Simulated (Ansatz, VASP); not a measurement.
**SnSe in VASP and in Ansatz**

```
Sn Se
1.0
     4.28533    0.00000    0.00000
     0.00000    4.28533    0.00000
     0.00000    0.00000   10.99069
Sn Se
2 2
Direct
  0.50000 0.00000 0.37223
  0.00000 0.50000 0.62777
  0.50000 0.00000 0.61490
  0.00000 0.50000 0.38282
```

Change from the starting cell: all Se atoms moved +0.013 Å, as atom 3 towards its neighbour atom 1 (Sn) at 2.680 Å.

Alike in both runs: task single point; functional LDA; k mesh 6 × 6 × 4; occupations gaussian, width 0.05 eV; no spin polarisation.

|  | VASP | Ansatz |
| --- | --- | --- |
| version | VASP 6.6.1 | Ansatz 0.2.0 |
| potentials or method | VASP PAW LDA potentials, release 64 (Sn_d, Se), cutoff 520 eV | scalar-relativistic, plane waves, PAW |
| valence electrons in the cell | 40 | 60 |

VASP gave:

* gap on the k mesh at the Fermi level (eV): 1.45
* least direct gap on the mesh (eV): 1.45
* rms of the force components (eV/Å): 0.101

Estimate Ansatz's values.

gap on the k mesh at the Fermi level (eV): 1.47; least direct gap on the mesh (eV): 1.47; rms of the force components (eV/Å): 0.111.

LDA's correlation is that of Perdew and Zunger in VASP and of Perdew and Wang (1992) in Ansatz. Atom by atom the forces differ by 0.013 eV/Å (rms over components). VASP's potentials hold 40 valence electrons a cell and Ansatz's 60, so a difference there can come from the potentials and not from the codes.
